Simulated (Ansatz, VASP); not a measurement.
CrC2N2 in VASP and in Ansatz

```
Cr C N
1.0
     7.39542    0.00000    0.00000
     0.00000    7.39542    0.00000
     0.00000    0.00000    4.05992
Cr C N
2 4 4
Direct
  0.00000 0.00000 0.00000
  0.50000 0.50000 0.00000
  0.19722 0.80278 0.00000
  0.80278 0.19722 0.00000
  0.19722 0.19722 0.00000
  0.80278 0.80278 0.00000
  0.30898 0.69102 0.00000
  0.69102 0.30898 0.00000
  0.30898 0.30898 0.00000
  0.69102 0.69102 0.00000
```

Alike in both runs: functional PBE; k mesh 4 × 4 × 6; occupations gaussian, width 0.1 eV; collinear spin.

Ansatz relaxed the structure, and its values are those at the end. VASP's run is a single point on that final structure, the one shown.

|  | VASP | Ansatz |
| --- | --- | --- |
| version | VASP 6.6.1 | Ansatz 0.2.0 |
| potentials or method | VASP PAW PBE potentials, release 64 (Cr_pv, C, N), cutoff 520 eV | scalar-relativistic, plane waves, PAW |
| valence electrons in the cell | 60 | 64 |

```tsv
	VASP	Ansatz	Ansatz less VASP
pressure (GPa)	-3.6	0.0	+3.62
rms of the force components (eV/Å)	1.408	0.001	-1.4068
net moment per atom (μB)	0.02	0.80	+0.783
size of the moment on the site where the two differ most (μB)	0.06	2.84	+2.783
```

The net moments are unlike, so the other rows may belong to different states. Site moments also hang on the region over which each program counts them. VASP's potentials hold 60 valence electrons a cell and Ansatz's 64, so a difference there can come from the potentials and not from the codes.

Noted on VASP's run: the standard files for N, O and F lose accuracy on very short bonds.
